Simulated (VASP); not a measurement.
# SnO in VASP: single point with PBE+D3(BJ)

Aim: the single point of SnO with PBE+D3(BJ).

Program: VASP 6.6.1. These are calculated values, not measurements. Logs are shortened: lines on timing, memory, paths and dates and some standing lists are left out, and cuts for length are marked.

**1. The cell of the first run**

The cell holds a slab with vacuum, 8 atoms: a = 3.821 Å, b = 3.821 Å, c = 22.228 Å, α = 90.00°, β = 90.00°, γ = 90.00°.

**2. Single point, PBE+D3(BJ) (layers slid over each other)**

INCAR

```
SYSTEM = SnO
PREC = Accurate
ENCUT = 1000
EDIFF = 1E-6
ISMEAR = 0
SIGMA = 0.05
LREAL = .False.
LASPH = .True.
NELM = 120
ALGO = Normal
ISIF = 2
LWAVE = .False.
LCHARG = .False.
LDIPOL = .True.
IDIPOL = 3
DIPOL = 0.5 0.5 0.404
GGA = PE
IVDW = 12
NBANDS = 50
GGA_COMPAT = .False.
NELMDL = -8
```

KPOINTS

```
Automatic mesh
0
Gamma
  7 7 1
  0 0 0
```

POSCAR

```
SnO
1.0
    3.8205591572     -0.0000144285      0.0000000000
    0.0000145032      3.8205591572      0.0000000000
    0.0000000000      0.0000000000     22.2281056610
Sn O
4 4
Direct
    0.7499972356      0.2500027644      0.2024464014
    0.2499972356      0.7500027644      0.3088006209
    0.6249972356      1.1250027644      0.5000000000
    1.1249972356      0.6250027644      0.6063542196
    0.2499972356      0.2500027644      0.2556235111
    0.7499972356      0.7500027644      0.2556235111
    1.1249972356      1.1250027644      0.5531771098
    0.6249972356      0.6250027644      0.5531771098
```

Potentials or basis: VASP PAW PBE potentials, release 64 (Sn_d, O_h).

Started as:

```sh
> cat potpaw_PBE.64/Sn_d/POTCAR potpaw_PBE.64/O_h/POTCAR > POTCAR
> mpirun -np 1 vasp_std > vasp.out
```

OUTCAR:

```text
SYSTEM = SnO
   PREC = Accurate
   ENCUT = 1000
   EDIFF = 1E-6
   ISMEAR = 0
   LREAL = .False.
   LASPH = .True.
   NELM = 120
   ISIF = 2
   GGA = PE
   IVDW = 12
   NELMDL = -8
 IVDW          = 12

 ion  position               nearest neighbor table
   1  0.750  0.250  0.202-   5 2.25   5 2.25   6 2.25   6 2.25   2 3.59   2 3.59   2 3.59   2 3.59

   2  0.250  0.750  0.309-   6 2.25   6 2.25   5 2.25   5 2.25   1 3.59   1 3.59   1 3.59   1 3.59

   3  0.625  0.125  0.500-   7 2.25   7 2.25   8 2.25   8 2.25   4 3.59   4 3.59   4 3.59   4 3.59

   4  0.125  0.625  0.606-   8 2.25   8 2.25   7 2.25   7 2.25   3 3.59   3 3.59   3 3.59   3 3.59

   5  0.250  0.250  0.256-   1 2.25   1 2.25   2 2.25   2 2.25
   6  0.750  0.750  0.256-   1 2.25   1 2.25   2 2.25   2 2.25
   7  0.125  0.125  0.553-   3 2.25   3 2.25   4 2.25   4 2.25
   8  0.625  0.625  0.553-   4 2.25   4 2.25   3 2.25   3 2.25

  LATTYP: Found a simple tetragonal cell.
 ALAT       =     3.8205591572
 C/A-ratio  =     5.8180242070

  Lattice vectors:

 A1 = (   3.8205591572,  -0.0000144285,   0.0000000000)
 A2 = (   0.0000145032,   3.8205591572,   0.0000000000)
 A3 = (   0.0000000000,   0.0000000000,  22.2281056610)

Analysis of symmetry for initial positions (statically):
=====================================================================
 Subroutine PRICEL returns:
 Original cell was already a primitive cell.

 Routine SETGRP: Setting up the symmetry group for a
 simple tetragonal supercell.

 Subroutine GETGRP returns: Found  4 space group operations
 (whereof  1 operations were pure point group operations)
 out of a pool of 16 trial point group operations.

The static configuration has the point symmetry C_1 .
 The point group associated with its full space group is C_2h.

Analysis of symmetry for dynamics (positions and initial velocities):
=====================================================================
 Subroutine PRICEL returns:
 Original cell was already a primitive cell.

 Routine SETGRP: Setting up the symmetry group for a
 simple tetragonal supercell.

 Subroutine GETGRP returns: Found  4 space group operations
 (whereof  1 operations were pure point group operations)
 out of a pool of 16 trial point group operations.

The dynamic configuration has the point symmetry C_1 .
 The point group associated with its full space group is C_2h.

 Subroutine INISYM returns: Found  4 space group operations
 (whereof  1 operations are pure point group operations),
 and found     1 'primitive' translations

----------------------------------------------------------------------------------------

                                     Primitive cell

  volume of cell :     324.4564

  direct lattice vectors                    reciprocal lattice vectors
     3.820559157 -0.000014428  0.000000000     0.261741792 -0.000000994  0.000000000
     0.000014503  3.820559157  0.000000000     0.000000988  0.261741792  0.000000000
     0.000000000  0.000000000 22.228105661     0.000000000  0.000000000  0.044988089

  length of vectors
     3.820559157  3.820559157 22.228105661     0.261741792  0.261741792  0.044988089

  position of ions in fractional coordinates (direct lattice)
     0.749997236  0.250002764  0.202446401
     0.249997236  0.750002764  0.308800621
     0.624997236  0.125002764  0.500000000
     0.124997236  0.625002764  0.606354220
     0.249997236  0.250002764  0.255623511
     0.749997236  0.750002764  0.255623511
     0.124997236  0.125002764  0.553177110
     0.624997236  0.625002764  0.553177110

  ion indices of the primitive-cell ions
   primitive index   ion index
                 1           1
                 2           2
                 3           3
                 4           4
                 5           5
                 6           6
                 7           7
                 8           8

----------------------------------------------------------------------------------------

 KPOINTS: Automatic mesh

Automatic generation of k-mesh.
 Grid dimensions read from file:
 generate k-points for:    7    7    1

 Generating k-lattice:

  Cartesian coordinates                     Fractional coordinates (reciprocal lattice)
     0.037391685 -0.000000142  0.000000000     0.142857143  0.000000000  0.000000000
     0.000000141  0.037391685  0.000000000    -0.000000000  0.142857143  0.000000000
     0.000000000  0.000000000  0.044988089     0.000000000  0.000000000  1.000000000

  Length of vectors
     0.037391685  0.037391685  0.044988089

  Shift w.r.t. Gamma in fractional coordinates (k-lattice)
     0.000000000  0.000000000  0.000000000

 Subroutine IBZKPT returns following result:
 ===========================================

 Found     16 irreducible k-points:

 Following reciprocal coordinates:
            Coordinates               Weight
  0.000000  0.000000  0.000000      1.000000
  0.142857  0.000000  0.000000      4.000000
  0.285714  0.000000  0.000000      4.000000
  0.428571  0.000000  0.000000      4.000000
  0.142857  0.142857  0.000000      2.000000
 -0.142857  0.142857  0.000000      2.000000
[... 8 lines left out ...]
  0.428571  0.428571  0.000000      2.000000
 -0.428571  0.428571  0.000000      2.000000
   k-points           NKPTS =     16   k-points in BZ     NKDIM =     16   number of bands    NBANDS=     50
   number of dos      NEDOS =    301   number of ions     NIONS =      8
   total plane-waves  NPLWV = 384000
   dimension x,y,z NGX =    40 NGY =   40 NGZ =  240
   dimension x,y,z NGXF=    80 NGYF=   80 NGZF=  480
   ions per type =               4   4
   NGX,Y,Z   is equivalent  to a cutoff of  17.41, 17.41, 17.95 a.u.
   NGXF,Y,Z  is equivalent  to a cutoff of  34.81, 34.81, 35.90 a.u.
 SYSTEM =  SnO
   PREC   = accura    normal or accurate (medium, high low for compatibility)
   ISTART =      0    job   : 0-new  1-cont  2-samecut
   ICHARG =      2    charge: 1-file 2-atom 10-const
   ISPIN  =      1    spin polarized calculation?
   LNONCOLLINEAR =      F non collinear calculations
   LSORBIT =      F    spin-orbit coupling
   LASPH  =      T    aspherical Exc in radial PAW
   ENCUT  = 1000.0 eV  73.50 Ry    8.57 a.u.   9.85  9.85 57.31*2*pi/ulx,y,z
   NELM   =    120;   NELMIN=  2; NELMDL= -8     # of ELM steps
   EDIFF  = 0.1E-05   stopping-criterion for ELM
   LREAL  =      F    real-space projection
[... 7 lines left out ...]
   TEBEG  =    0.0;   TEEND  =   0.0 temperature during run
   PSTRESS=    0.0 pullay stress
   NELECT =      80.0000    total number of electrons
   NUPDOWN=      -1.0000    fix difference up-down
   EMIN   =  10.00;   EMAX   =-10.00  energy-range for DOS
   EFERMI =   0.00;   METHOD = LEGACY
   ISMEAR =     0;   SIGMA  =   0.05  broadening in eV -4-tet -1-fermi 0-gaus
   EFERMI_NEDOS =   21; number of points for ismear=-14 and -15
   IALGO  =     38    algorithm
   IMIX   =      4    mixing-type and parameters
     AMIX     =   0.40;   BMIX     =  1.00
     AMIX_MAG =   1.60;   BMIX_MAG =  1.00
  volume/ion in A,a.u.               =      40.56       273.69
  Fermi-wavevector in a.u.,A,eV,Ry     =   1.026564  1.939925 14.338279  1.053834
  Thomas-Fermi vector in A             =   2.160463
   LORBIT       =      0    0 simple, 1 ext, 2 COOP (PROOUT), +10 PAW based schemes
   GGA     = PE    functional components
   LHFCALC =     F    Hartree Fock is set to
   AEXX    =    0.0000 exact exchange contribution
   IVDW    =    12    specifies the selected vdW correction
   LEPSILON=     F    determine dielectric tensor
   LRPA    =     F    only Hartree local field effects (RPA)
 non-spin polarized calculation
 Gauss-broadening in eV      SIGMA  =   0.05
  energy-cutoff  :     1000.00
  volume of cell :      324.46
 maximum number of plane-waves:     23356
   NGX = 19   NGY = 19   NGZ =115

 dipolmoment           0.000000      0.000000      0.000167 electrons x Angstroem

 number of electron      79.9999989 magnetization

 dipolmoment           0.000000      0.000000     -0.000005 electrons x Angstroem

 Free energy of the ion-electron system (eV)
  ---------------------------------------------------
  ext. energy  EPLUGINS =         0.00000000
  ---------------------------------------------------
  free energy    TOTEN  =       -45.21856819 eV

  energy without entropy =      -45.21856819  energy(sigma->0) =      -45.21856819

 E-fermi :   0.1155     XC(G=0):  -5.3329

 val. band max:       -0.1528949425   @ k =  -0.1429   0.1429   0.0000
 cond. band min:       2.4223786357   @ k =   0.0000   0.0000   0.0000
 fundamental gap:      2.5752735783
 Fermi energy:         0.1154796277

 k-point     1 :       0.0000    0.0000    0.0000
  band No.  band energies     occupation
      1     -20.9650      2.00000
      2     -20.9649      2.00000
      3     -20.6059      2.00000
      4     -20.6058      2.00000
      5     -20.5677      2.00000
      6     -20.5676      2.00000
[... 42 lines left out ...]
     49       5.2923      0.00000
     50       5.3025      0.00000

 k-point     2 :       0.1429    0.0000    0.0000
  band No.  band energies     occupation
      1     -20.9560      2.00000
      2     -20.9560      2.00000
      3     -20.6064      2.00000
      4     -20.6063      2.00000
      5     -20.5695      2.00000
      6     -20.5693      2.00000
[... 42 lines left out ...]
     49       5.4680      0.00000
     50       5.5568      0.00000

 k-point     3 :       0.2857    0.0000    0.0000
  band No.  band energies     occupation
      1     -20.9310      2.00000
      2     -20.9310      2.00000
      3     -20.7018      2.00000
      4     -20.7017      2.00000
      5     -20.5738      2.00000
      6     -20.5737      2.00000
[... 678 lines left out ...]
     49       6.0276      0.00000
     50       6.3280      0.00000

 k-point    16 :      -0.4286    0.4286    0.0000
  band No.  band energies     occupation
      1     -20.9057      2.00000
      2     -20.9054      2.00000
      3     -20.8918      2.00000
      4     -20.8915      2.00000
      5     -20.5724      2.00000
      6     -20.5723      2.00000
[... 42 lines left out ...]
     49       6.0267      0.00000
     50       6.3562      0.00000

------------------------ aborting loop because EDIFF is reached ----------------------------------------

 vacuum level on the upper side and lower side of the slab       (xc-potential included)        -0.157        -0.156

 Edisp (eV)   -1.23454

 E8    (eV) :    -0.5461

  FORCE on cell =-STRESS in cart. coord.  units (eV):
  Direction    XX          YY          ZZ          XY          YZ          ZX
  --------------------------------------------------------------------------------------
  -------------------------------------------------------------------------------------
  Total       0.16734     0.16734    -0.28301     0.01072     0.08891     0.08891
  in kB       0.82635     0.82635    -1.39752     0.05294     0.43904     0.43904
  external pressure =        0.09 kB  Pullay stress =        0.00 kB

 VOLUME and BASIS-vectors are now :
 -----------------------------------------------------------------------------
  energy-cutoff  :     1000.00
  volume of cell :      324.46
      direct lattice vectors                 reciprocal lattice vectors
     3.820559157 -0.000014428  0.000000000     0.261741792 -0.000000994  0.000000000
     0.000014503  3.820559157  0.000000000     0.000000988  0.261741792  0.000000000
     0.000000000  0.000000000 22.228105661     0.000000000  0.000000000  0.044988089

 POSITION                                       TOTAL-FORCE (eV/Angst)
 -----------------------------------------------------------------------------------
      2.86541      0.95514      4.50000        -0.001797     -0.001797     -0.060863
      0.95514      2.86543      6.86405        -0.006914     -0.006914      0.153664
      2.38784      0.47757     11.11405         0.006914      0.006914     -0.153664
      0.47757      2.38786     13.47811         0.001797      0.001797      0.060863
      0.95513      0.95515      5.68203         0.003526     -0.010087      0.009859
      2.86542      2.86542      5.68203        -0.010087      0.003526      0.009859
      0.47756      0.47758     12.29608         0.010087     -0.003526     -0.009859
      2.38785      2.38785     12.29608        -0.003526      0.010087     -0.009859
 -----------------------------------------------------------------------------------
    total drift:                                0.000000     -0.000000     -0.000375

  FREE ENERGIE OF THE ION-ELECTRON SYSTEM (eV)
  ---------------------------------------------------
  free  energy   TOTEN  =       -46.4531045760 eV

  energy  without entropy=      -46.4531045760  energy(sigma->0) =      -46.45310458

 vacuum level on the upper side and lower side of the slab         4.875         4.878
```

Run time: 20 min. Hardware: 1 thread of Intel Xeon Platinum 8488C (Sapphire Rapids), shared host; peak memory 1 GiB.

What came out:

| Quantity | Value |
| --- | --- |
| Free energy | -46.4531 eV |
| Largest force | 0.154 eV/Å |
| Band gap on the k mesh | 2.58 eV (least direct gap 2.59 eV) |
| Dispersion energy per atom | -0.154 eV |

Forces on the atoms (eV/Å):
```
Sn  -0.002 -0.002 -0.061
Sn  -0.007 -0.007  0.154
Sn   0.007  0.007 -0.154
Sn   0.002  0.002  0.061
O    0.004 -0.010  0.010
O   -0.010  0.004  0.010
O    0.010 -0.004 -0.010
O   -0.004  0.010 -0.010
```

Caveat: the cell differs from its parent crystal (layers slid over each other); spin-orbit coupling is left out, which moves the levels of the heavy elements.
